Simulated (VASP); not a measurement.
# ZrTlF3 in VASP: a series of runs, part 2 of 2

VASP 6.6.1.

## (3) Single point, PBE

This run uses another cell than the first one: it holds 10 atoms, not 5.

Input file INCAR:

```
SYSTEM = ZrTlF3
ALGO = Normal ; EDIFF = 1E-7
ENCUT = 520 ; GGA = PE
ISIF = 2 ; ISMEAR = 0
LASPH = .TRUE. ; LCHARG = .FALSE.
LREAL = .FALSE. ; LWAVE = .FALSE.
NBANDS = 57 ; NELM = 80
PREC = Accurate ; SIGMA = 0.1
```

Input file KPOINTS:

```
k-points
0
G
  4 4 4
  0 0 0
```

Input file POSCAR:

```
ZrTlF3
1.0
    6.2456021529      0.0000000000      0.0000000000
    0.0000000000      6.2456021529      0.0000000000
    0.0000000000      0.0000000000      4.4129118258
Zr Tl F
2 2 6
Direct
    0.0000000000      0.0000000000      0.9888699801
    0.5000000000      0.5000000000      0.9888699801
    0.5000000000      0.0000000000      0.4891832918
    0.0000000000      0.5000000000      0.4891832918
    0.2500453748      0.2499546252     -0.0110424685
    0.2499546252      0.7499546252     -0.0110424685
    0.0000000000      0.0000000000      0.4887490651
    0.7499546252      0.7500453748     -0.0110424685
    0.7500453748      0.2500453748     -0.0110424685
    0.5000000000      0.5000000000      0.4887490651
```

Potentials or basis: VASP PAW PBE potentials, release 64 (Zr_sv, Tl_d, F).

On the command line:

```bash
> cat potpaw_PBE.64/Zr_sv/POTCAR potpaw_PBE.64/Tl_d/POTCAR potpaw_PBE.64/F/POTCAR > POTCAR
> mpirun -np 1 vasp_std > vasp.out
```

OUTCAR:

```text
SYSTEM = ZrTlF3
   EDIFF = 1E-7
   ENCUT = 520
   GGA = PE
   ISIF = 2
   ISMEAR = 0
   LASPH = .TRUE.
   LREAL = .FALSE.
   NELM = 80
   PREC = Accurate

 ion  position               nearest neighbor table
   1  0.000  0.000  0.989-   7 2.21   7 2.21   5 2.21   8 2.21   9 2.21   6 2.21   3 3.82   4 3.82
                             4 3.82   3 3.82   4 3.82   3 3.82   3 3.82   4 3.82
   2  0.500  0.500  0.989-  10 2.21  10 2.21   8 2.21   9 2.21   5 2.21   6 2.21   3 3.82   4 3.82
                             3 3.82   4 3.82   3 3.82   3 3.82   4 3.82   4 3.82
   3  0.500  0.000  0.489-   1 3.82   2 3.82   2 3.82   1 3.82   1 3.82   2 3.82   2 3.82   1 3.82

   4  0.000  0.500  0.489-   1 3.82   2 3.82   1 3.82   2 3.82   1 3.82   1 3.82   2 3.82   2 3.82

   5  0.250  0.250  0.989-   1 2.21   2 2.21
   6  0.250  0.750  0.989-   1 2.21   2 2.21
   7  0.000  0.000  0.489-   1 2.21   1 2.21
   8  0.750  0.750  0.989-   1 2.21   2 2.21
   9  0.750  0.250  0.989-   1 2.21   2 2.21
  10  0.500  0.500  0.489-   2 2.21   2 2.21

  LATTYP: Found a simple tetragonal cell.
 ALAT       =     6.2456021529
 C/A-ratio  =     0.7065630691

  Lattice vectors:

 A1 = (   6.2456021529,   0.0000000000,   0.0000000000)
 A2 = (   0.0000000000,   6.2456021529,   0.0000000000)
 A3 = (   0.0000000000,   0.0000000000,   4.4129118258)

Analysis of symmetry for initial positions (statically):
=====================================================================
 Subroutine PRICEL returns:
 Original cell was already a primitive cell.

 Routine SETGRP: Setting up the symmetry group for a
 simple tetragonal supercell.

 Subroutine GETGRP returns: Found  8 space group operations
 (whereof  4 operations were pure point group operations)
 out of a pool of 16 trial point group operations.

The static configuration has the point symmetry     .
 The point group associated with its full space group is C_4v.

Analysis of symmetry for dynamics (positions and initial velocities):
=====================================================================
 Subroutine PRICEL returns:
 Original cell was already a primitive cell.

 Routine SETGRP: Setting up the symmetry group for a
 simple tetragonal supercell.

 Subroutine GETGRP returns: Found  8 space group operations
 (whereof  4 operations were pure point group operations)
 out of a pool of 16 trial point group operations.

The dynamic configuration has the point symmetry C_4v.
 The point group associated with its full space group is C_4v.

 Subroutine INISYM returns: Found  8 space group operations
 (whereof  4 operations are pure point group operations),
 and found     1 'primitive' translations

----------------------------------------------------------------------------------------

                                     Primitive cell

  volume of cell :     172.1369

  direct lattice vectors                    reciprocal lattice vectors
     6.245602153  0.000000000  0.000000000     0.160112664  0.000000000  0.000000000
     0.000000000  6.245602153  0.000000000     0.000000000  0.160112664  0.000000000
     0.000000000  0.000000000  4.412911826     0.000000000  0.000000000  0.226607746

  length of vectors
     6.245602153  6.245602153  4.412911826     0.160112664  0.160112664  0.226607746

[... 70 lines left out ...]
  0.500000  0.500000  0.500000      1.000000
   k-points           NKPTS =     18   k-points in BZ     NKDIM =     18   number of bands    NBANDS=     57
   number of dos      NEDOS =    301   number of ions     NIONS =     10
   total plane-waves  NPLWV =  82944
   dimension x,y,z NGX =    48 NGY =   48 NGZ =   36
   dimension x,y,z NGXF=    96 NGYF=   96 NGZF=   72
   ions per type =               2   2   6
   NGX,Y,Z   is equivalent  to a cutoff of  12.78, 12.78, 13.56 a.u.
   NGXF,Y,Z  is equivalent  to a cutoff of  25.55, 25.55, 27.12 a.u.
 SYSTEM =  ZrTlF3
   PREC   = accura    normal or accurate (medium, high low for compatibility)
   ISTART =      0    job   : 0-new  1-cont  2-samecut
   ICHARG =      2    charge: 1-file 2-atom 10-const
   ISPIN  =      1    spin polarized calculation?
   LNONCOLLINEAR =      F non collinear calculations
   LSORBIT =      F    spin-orbit coupling
   LASPH  =      T    aspherical Exc in radial PAW
   ENCUT  =  520.0 eV  38.22 Ry    6.18 a.u.  11.61 11.61  8.21*2*pi/ulx,y,z
   NELM   =     80;   NELMIN=  2; NELMDL= -5     # of ELM steps
   EDIFF  = 0.1E-06   stopping-criterion for ELM
   LREAL  =      F    real-space projection
   EDIFFG = 0.1E-05   stopping-criterion for IOM
   NSW    =      0    number of steps for IOM
   IBRION =     -1    ionic relax: 0-MD 1-quasi-New 2-CG
   NFREE  =      0    steps in history (QN), initial steepest desc. (CG)
   ISIF   =      2    stress and relaxation
   ISYM   =      2    0-nonsym 1-usesym 2-fastsym
   POTIM  = 0.5000    time-step for ionic-motion
   TEBEG  =    0.0;   TEEND  =   0.0 temperature during run
   PSTRESS=    0.0 pullay stress
   NELECT =      92.0000    total number of electrons
   NUPDOWN=      -1.0000    fix difference up-down
   EMIN   =  10.00;   EMAX   =-10.00  energy-range for DOS
   EFERMI =   0.00;   METHOD = LEGACY
   ISMEAR =     0;   SIGMA  =   0.10  broadening in eV -4-tet -1-fermi 0-gaus
   EFERMI_NEDOS =   21; number of points for ismear=-14 and -15
   IALGO  =     38    algorithm
   IMIX   =      4    mixing-type and parameters
     AMIX     =   0.40;   BMIX     =  1.00
     AMIX_MAG =   1.60;   BMIX_MAG =  1.00
  volume/ion in A,a.u.               =      17.21       116.16
  Fermi-wavevector in a.u.,A,eV,Ry     =   1.328555  2.510605 24.015071  1.765058
  Thomas-Fermi vector in A             =   2.457784
   LORBIT       =      0    0 simple, 1 ext, 2 COOP (PROOUT), +10 PAW based schemes
   GGA     = PE    functional components
   LHFCALC =     F    Hartree Fock is set to
   AEXX    =    0.0000 exact exchange contribution
   IVDW    =     0    specifies the selected vdW correction
   LEPSILON=     F    determine dielectric tensor
   LRPA    =     F    only Hartree local field effects (RPA)
 non-spin polarized calculation
 Gauss-broadening in eV      SIGMA  =   0.10
  energy-cutoff  :      520.00
  volume of cell :      172.14
 maximum number of plane-waves:      4720
 NGX is ok and might be reduce to    48

 number of electron      91.9999989 magnetization

 Free energy of the ion-electron system (eV)
  ---------------------------------------------------
  ext. energy  EPLUGINS =         0.00000000
  ---------------------------------------------------
  free energy    TOTEN  =       -55.06630045 eV

  energy without entropy =      -55.00185781  energy(sigma->0) =      -55.03407913

 E-fermi :   6.7604     XC(G=0):  -9.8796

 val. band max:        6.7331783349   @ k =   0.2500   0.0000   0.2500
 cond. band min:       6.7694243044   @ k =   0.5000   0.0000   0.2500
 fundamental gap:      0.0362459695
 Fermi energy:         6.7604442186

 k-point     1 :       0.0000    0.0000    0.0000
  band No.  band energies     occupation
      1     -44.4682      2.00000
      2     -44.4638      2.00000
      3     -22.9917      2.00000
      4     -22.9917      2.00000
      5     -22.5614      2.00000
      6     -22.5557      2.00000
[... 1069 lines left out ...]
     56       8.7927      0.00000
     57       9.2206      0.00000

------------------------ aborting loop because EDIFF is reached ----------------------------------------

  FORCE on cell =-STRESS in cart. coord.  units (eV):
  Direction    XX          YY          ZZ          XY          YZ          ZX
  --------------------------------------------------------------------------------------
  -------------------------------------------------------------------------------------
  Total       -0.0677326     -0.0677326     -0.0397651      0.0000000      0.0000000      0.0000000
  in kB       -0.6304264     -0.6304264     -0.3701172      0.0000000      0.0000000      0.0000000
  external PRESSURE =      -0.5436567 kB  Pullay stress =       0.0000000 kB

 VOLUME and BASIS-vectors are now :
 -----------------------------------------------------------------------------
  energy-cutoff  :      520.00
  volume of cell :      172.14
      direct lattice vectors                 reciprocal lattice vectors
     6.245602153  0.000000000  0.000000000     0.160112664  0.000000000  0.000000000
     0.000000000  6.245602153  0.000000000     0.000000000  0.160112664  0.000000000
     0.000000000  0.000000000  4.412911826     0.000000000  0.000000000  0.226607746

 POSITION                                       TOTAL-FORCE (eV/Angst)
 -----------------------------------------------------------------------------------
      0.00000      0.00000      4.36380         0.000000     -0.000000     -0.002109
      3.12280      3.12280      4.36380         0.000000     -0.000000     -0.002109
      3.12280      0.00000      2.15872         0.000000     -0.000000     -0.001093
      0.00000      3.12280      2.15872         0.000000     -0.000000     -0.001093
      1.56168      1.56112      4.36418        -0.000175      0.000175      0.000599
      1.56112      4.68392      4.36418         0.000175      0.000175      0.000599
      0.00000      0.00000      2.15681         0.000000     -0.000000      0.002004
      4.68392      4.68449      4.36418         0.000175     -0.000175      0.000599
      4.68449      1.56168      4.36418        -0.000175     -0.000175      0.000599
      3.12280      3.12280      2.15681         0.000000     -0.000000      0.002004
 -----------------------------------------------------------------------------------
    total drift:                                0.000000      0.000000      0.002381

  FREE ENERGIE OF THE ION-ELECTRON SYSTEM (eV)
  ---------------------------------------------------
  free  energy   TOTEN  =       -55.0663004480 eV

  energy  without entropy=      -55.0018578109  energy(sigma->0) =      -55.03407913
```

Run time: 5 min. Hardware: 1 thread of Intel Xeon 8259CL, shared host; peak memory 0.36 GiB.

What came out:

| Item | Value |
| --- | --- |
| Free energy | -55.0663 eV |
| Pressure | -0.1 GPa |
| Band gap on the k mesh | zero (bands 46 and 47 overlap by 0.70 eV) |

Forces on the atoms (eV/Å):
```
Zr   0.000  0.000 -0.002
Zr   0.000  0.000 -0.002
Tl   0.000  0.000 -0.001
Tl   0.000  0.000 -0.001
F    0.000  0.000  0.001
F    0.000  0.000  0.001
F    0.000  0.000  0.002
F    0.000  0.000  0.001
F    0.000  0.000  0.001
F    0.000  0.000  0.002
```

Levels at points of the mesh, in eV from the Fermi level:
| k point | band 43 | band 44 | band 45 | band 46 | band 47 | band 48 | band 49 | band 50 |
| --- | --- | --- | --- | --- | --- | --- | --- | --- |
| (0.00, 0.00, 0.00) | -6.96 | -5.35 | -0.32 | -0.32 | -0.32 | 0.39 | 0.39 | 0.51 |
| (0.50, 0.00, 0.00) | -5.80 | -5.80 | -0.07 | -0.07 | -0.06 | -0.06 | 0.10 | 0.10 |
| (0.50, 0.50, 0.00) | -5.38 | -5.38 | -0.98 | -0.98 | -0.30 | -0.30 | 0.17 | 0.17 |
| (0.00, 0.00, 0.50) | -6.31 | -5.38 | -0.99 | -0.30 | 0.18 | 0.18 | 0.66 | 0.66 |
| (0.50, 0.00, 0.50) | -5.56 | -5.56 | 0.12 | 0.12 | 0.47 | 0.47 | 0.55 | 0.55 |
| (0.50, 0.50, 0.50) | -5.35 | -5.35 | 0.38 | 0.38 | 0.40 | 0.40 | 0.52 | 0.52 |

Caveat: spin-orbit coupling is left out, which moves the levels of the heavy elements.

## (4) Single point, PBE, collinear spin

This run uses another cell than the first one, of 17.47 Å³/atom.

Input file INCAR:

```
SYSTEM = ZrTlF3
PREC = Accurate
ENCUT = 520
EDIFF = 1E-7
ISMEAR = 0
SIGMA = 0.1
LREAL = .False.
LASPH = .True.
NELM = 150
ALGO = Normal
ISIF = 2
LWAVE = .False.
LCHARG = .False.
ISPIN = 2
MAGMOM = 0.67 0 0 0 0
LORBIT = 11
LMAXMIX = 4
GGA = PE
NBANDS = 35
```

Input file KPOINTS:

```
Automatic mesh
0
Gamma
  8 8 8
  0 0 0
```

Input file POSCAR:

```
ZrTlF3
1.0
    4.4372215293      0.0000000000      0.0000000000
    0.0000000000      4.4372215293      0.0000000000
    0.0000000000      0.0000000000      4.4372215293
Zr Tl F
1 1 3
Direct
    0.5000000000      0.5000000000      0.5000000000
    0.0000000000      0.0000000000      0.0000000000
    0.5000000000      0.0000000000      0.5000000000
    0.0000000000      0.5000000000      0.5000000000
    0.5000000000      0.5000000000      0.0000000000
```

Potentials or basis: VASP PAW PBE potentials, release 64 (Zr_sv, Tl_d, F).

On the command line:

```bash
> cat potpaw_PBE.64/Zr_sv/POTCAR potpaw_PBE.64/Tl_d/POTCAR potpaw_PBE.64/F/POTCAR > POTCAR
> mpirun -np 1 vasp_std > vasp.out
```

OUTCAR:

```text
SYSTEM = ZrTlF3
   PREC = Accurate
   ENCUT = 520
   EDIFF = 1E-7
   ISMEAR = 0
   LREAL = .False.
   LASPH = .True.
   NELM = 150
   ISIF = 2
   ISPIN = 2
   LORBIT = 11
   GGA = PE

 ion  position               nearest neighbor table
   1  0.500  0.500  0.500-   3 2.22   4 2.22   5 2.22   5 2.22   3 2.22   4 2.22   2 3.84   2 3.84
                             2 3.84   2 3.84   2 3.84   2 3.84   2 3.84   2 3.84
   2  0.000  0.000  0.000-   1 3.84   1 3.84   1 3.84   1 3.84   1 3.84   1 3.84   1 3.84   1 3.84

   3  0.500  0.000  0.500-   1 2.22   1 2.22
[... 2063 lines left out ...]
     0.000000000  0.000000000  4.437221529     0.000000000  0.000000000  0.225366255

 POSITION                                       TOTAL-FORCE (eV/Angst)
 -----------------------------------------------------------------------------------
      2.21861      2.21861      2.21861         0.000000      0.000000      0.000000
      0.00000      0.00000      0.00000         0.000000      0.000000      0.000000
      2.21861      0.00000      2.21861         0.000000      0.000000      0.000000
      0.00000      2.21861      2.21861         0.000000      0.000000      0.000000
      2.21861      2.21861      0.00000         0.000000      0.000000      0.000000
 -----------------------------------------------------------------------------------
    total drift:                                0.000000      0.000000      0.000000

  FREE ENERGIE OF THE ION-ELECTRON SYSTEM (eV)
  ---------------------------------------------------
  free  energy   TOTEN  =       -27.7103941831 eV

  energy  without entropy=      -27.6881036077  energy(sigma->0) =      -27.69924890

 total charge

# of ion       s       p       d       tot
------------------------------------------
    1        2.109   5.970   1.529   9.608
    2        1.286   0.208   9.656  11.150
    3        1.742   4.340   0.000   6.083
    4        1.742   4.340   0.000   6.083
    5        1.742   4.340   0.000   6.083
--------------------------------------------------
tot          8.623  19.199  11.184  39.006

 magnetization (x)

# of ion       s       p       d       tot
------------------------------------------
    1        0.011   0.006   0.974   0.991
    2       -0.002   0.061   0.001   0.059
    3        0.002   0.011   0.000   0.013
    4        0.002   0.011   0.000   0.013
    5        0.002   0.011   0.000   0.013
--------------------------------------------------
tot          0.015   0.098   0.975   1.088
```

OSZICAR:

```text
N       E                     dE             d eps       ncg     rms          rms(c)
DAV:   1     0.360477240318E+03    0.36048E+03   -0.24790E+04  4964   0.126E+03
DAV:   2    -0.919039074318E+01   -0.36967E+03   -0.35642E+03  5743   0.352E+02
DAV:   3    -0.307180377813E+02   -0.21528E+02   -0.21264E+02  7099   0.771E+01
[... 11 lines left out ...]
DAV:  15    -0.277103859280E+02   -0.11775E-04   -0.52987E-05  5716   0.436E-02    0.214E-02
DAV:  16    -0.277103922693E+02   -0.63413E-05   -0.61029E-06  5395   0.153E-02    0.766E-03
DAV:  17    -0.277103934671E+02   -0.11978E-05   -0.25485E-06  5608   0.985E-03    0.438E-03
DAV:  18    -0.277103941035E+02   -0.63635E-06   -0.59288E-07  5327   0.402E-03    0.218E-03
DAV:  19    -0.277103941831E+02   -0.79601E-07   -0.15056E-07  4670   0.240E-03
   1 F= -.27710394E+02 E0= -.27699249E+02  d E =-.222906E-01  mag=     1.5661
```

stdout:

```text
POSCAR found type information on POSCAR ZrTlF
 POSCAR found :  3 types and       5 ions
 scaLAPACK will be used
 LDA part: xc-table for (Slater+PW92), standard interpolation
 POSCAR, INCAR and KPOINTS ok, starting setup
 FFT: planning ... GRIDC
 FFT: planning ... GRID_SOFT
 FFT: planning ... GRID
 WAVECAR not read
 entering main loop
```

It took 6.2 min on 1 thread of Intel Xeon 8259CL, shared host; peak memory 0.35 GiB.

Results:

```yaml
Free_energy: -27.7104 eV
Pressure: -0.1 GPa
Net_moment: 1.57 μB per cell
Site_moments: Zr +0.99; Tl +0.06; F +0.01 μB
Valence_electrons_inside_the_program's_atomic_spheres: Zr 9.61; Tl 11.15; F 6.08
```

Levels at points of the mesh, in eV from the Fermi level:
Spin up:
```
           k point  band 21  band 22  band 23  band 24  band 25  band 26  band 27  band 28
(0.00, 0.00, 0.00)    -7.19    -7.19    -0.63    -0.63    -0.63     1.55     1.55     2.78
(0.50, 0.00, 0.00)    -7.15    -5.36    -1.05    -0.61    -0.08    -0.08     1.66     3.42
(0.50, 0.50, 0.00)    -6.75    -5.37     0.22     0.22     0.34     0.34     1.03     1.96
(0.50, 0.50, 0.50)    -6.77    -6.38     0.48     0.48     0.48     2.36     2.36     2.36
```
Spin down:
```
           k point  band 18  band 19  band 20  band 21  band 22  band 23  band 24  band 25  band 26  band 27
(0.00, 0.00, 0.00)    -7.21    -7.21    -7.13    -7.13    -7.13     0.61     0.61     0.61     2.06     2.06
(0.50, 0.00, 0.00)    -7.54    -7.15    -7.10    -7.10    -5.28    -0.76     0.63     0.91     0.91     2.18
(0.50, 0.50, 0.00)    -7.48    -7.39    -7.39    -6.71    -5.28     0.54     0.54     1.39     1.39     2.21
(0.50, 0.50, 0.50)    -8.44    -6.72    -6.72    -6.72    -6.26     1.11     1.11     1.11     3.08     3.08
```

Caveat: spin-orbit coupling is left out, which moves the levels of the heavy elements.

## (5) Summary

| spin | cell | k mesh | gap on the mesh (eV) | pressure (GPa) | moment (μB) |
| --- | --- | --- | --- | --- | --- |
| collinear | a = 4.415 Å, 5 atoms, atomic positions A | 4 × 4 × 4 | none | 0.9 | 1.53 |
| off | a = 6.246, b = 6.246, c = 4.413 Å, 10 atoms, atomic positions B | 4 × 4 × 4 | none | -0.1 | - |
| collinear | a = 4.437 Å, 5 atoms, atomic positions A | 8 × 8 × 8 | none | -0.1 | 1.57 |

Alike in all rows: task single point; level PBE; potentials or basis VASP PAW PBE potentials, release 64 (Zr_sv, Tl_d, F); cutoff (eV) 520; smearing gaussian 0.1 eV.

Caveats: spin-orbit coupling is left out, which moves the levels of the heavy elements.

Absolute energies hang on the potentials; compare differences alone.
